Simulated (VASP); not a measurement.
# SiNi3 (P-4m2) in VASP: a series of runs, part 2 of 2

VASP 6.6.1. Earlier steps stand in the parts before.

### 3 Single point, PBE (atoms displaced along a vibrational mode)

INCAR

```
PREC = Accurate
ENCUT = 520
EDIFF = 1E-7
ISMEAR = 0
SIGMA = 0.15
LREAL = F
LASPH = T
NELM = 100
ALGO = Fast
ISIF = 2
LWAVE = F
LCHARG = T
GGA = PE
LELF = T
LVHAR = T
NBANDS = 44
```

KPOINTS

```
Automatic mesh
0
Gamma
  14 14 8
```

POSCAR

```
SiNi3
1.0
    3.5062596409      0.0000000000      0.0000000000
    0.0000000000      3.5062596409      0.0000000000
    0.0000000000      0.0000000000      7.0125192817
Si Ni
2 6
Direct
    0.0000000000      0.0000000000      0.0000000000
    0.0000000000      0.0000000000      0.5000000000
    0.0000000000      0.5000000000      0.2457219369
    0.0000000000      0.5000000000      0.7457219369
    0.5000000000      0.0000000000      0.2542780631
    0.5000000000      0.0000000000      0.7542780631
    0.5000000000      0.5000000000      0.0000000000
    0.5000000000      0.5000000000      0.5000000000
```

Potentials or basis: VASP PAW PBE potentials, release 64 (Si, Ni).

Run with:

```console
> cat potpaw_PBE.64/Si/POTCAR potpaw_PBE.64/Ni/POTCAR > POTCAR
> mpirun -np 1 vasp_std > vasp.out
```

OUTCAR:

```text
PREC = Accurate
   ENCUT = 520
   EDIFF = 1E-7
   ISMEAR = 0
   LREAL = F
   LASPH = T
   NELM = 100
   ISIF = 2
   GGA = PE

 ion  position               nearest neighbor table
   1  0.000  0.000  0.000-   3 2.46   6 2.46   3 2.46   6 2.46   7 2.48   7 2.48   7 2.48   7 2.48
                             5 2.50   4 2.50   4 2.50   5 2.50
   2  0.000  0.000  0.500-   4 2.46   5 2.46   4 2.46   5 2.46   8 2.48   8 2.48   8 2.48   8 2.48
                             3 2.50   6 2.50   6 2.50   3 2.50
   3  0.000  0.500  0.246-   1 2.46   7 2.46   1 2.46   7 2.46   5 2.48   5 2.48   5 2.48   5 2.48
                             2 2.50   2 2.50   8 2.50   8 2.50
   4  0.000  0.500  0.746-   2 2.46   8 2.46   2 2.46   8 2.46   6 2.48   6 2.48   6 2.48   6 2.48
                             1 2.50   7 2.50   7 2.50   1 2.50
[... 1364 lines left out ...]
  external PRESSURE =       1.4451309 kB  Pullay stress =       0.0000000 kB

 VOLUME and BASIS-vectors are now :
 -----------------------------------------------------------------------------
  energy-cutoff  :      520.00
  volume of cell :       86.21
      direct lattice vectors                 reciprocal lattice vectors
     3.506259641  0.000000000  0.000000000     0.285204207  0.000000000  0.000000000
     0.000000000  3.506259641  0.000000000     0.000000000  0.285204207  0.000000000
     0.000000000  0.000000000  7.012519282     0.000000000  0.000000000  0.142602103

 POSITION                                       TOTAL-FORCE (eV/Angst)
 -----------------------------------------------------------------------------------
      0.00000      0.00000      0.00000        -0.000000     -0.000000      0.000000
      0.00000      0.00000      3.50626        -0.000000     -0.000000      0.000000
      0.00000      1.75313      1.72313        -0.000000      0.000000      0.242871
      0.00000      1.75313      5.22939        -0.000000     -0.000000      0.242871
      1.75313      0.00000      1.78313         0.000000     -0.000000     -0.242871
      1.75313      0.00000      5.28939        -0.000000     -0.000000     -0.242871
      1.75313      1.75313      0.00000        -0.000000     -0.000000      0.000000
      1.75313      1.75313      3.50626        -0.000000     -0.000000      0.000000
 -----------------------------------------------------------------------------------
    total drift:                                0.000000      0.000000      0.000000

  FREE ENERGIE OF THE ION-ELECTRON SYSTEM (eV)
  ---------------------------------------------------
  free  energy   TOTEN  =       -47.3696275360 eV

  energy  without entropy=      -47.3258969438  energy(sigma->0) =      -47.34776224
```

Run time: 25 min. Hardware: 1 thread of Oxide Virtual Turin-like, shared host; peak memory 0.54 GiB.

Results:

* Free energy: -47.3696 eV
* Pressure: 0.1 GPa
* Largest force: 0.243 eV/Å
* Band gap on the k mesh: zero (bands 34 and 35 overlap by 0.24 eV)

Forces in eV/Å, atoms in the order of the input:
```
Si   0.000  0.000  0.000
Si   0.000  0.000  0.000
Ni   0.000  0.000  0.243
Ni   0.000  0.000  0.243
Ni   0.000  0.000 -0.243
Ni   0.000  0.000 -0.243
Ni   0.000  0.000  0.000
Ni   0.000  0.000  0.000
```

Levels at points of the mesh, in eV from the Fermi level:
```tsv
k point	band 32	band 33	band 34	band 35	band 36	band 37
(0.00, 0.00, 0.00)	-0.28	0.01	0.01	0.01	0.01	3.59
(0.50, 0.00, 0.00)	-0.95	-0.57	0.01	0.63	0.63	3.57
(0.50, 0.50, 0.00)	-0.96	-0.43	-0.23	-0.23	-0.20	0.63
(0.00, 0.00, 0.50)	-0.56	0.01	0.01	1.37	1.37	1.37
(0.50, 0.00, 0.50)	-0.84	-0.48	-0.48	1.35	1.35	2.05
(0.50, 0.50, 0.50)	-1.05	-0.50	-0.50	0.20	0.20	0.20
```

Caveat: the cell differs from its parent crystal (atoms displaced along a vibrational mode). Spin polarisation is off, so any magnetic state and its effect on volume and gap are missing.
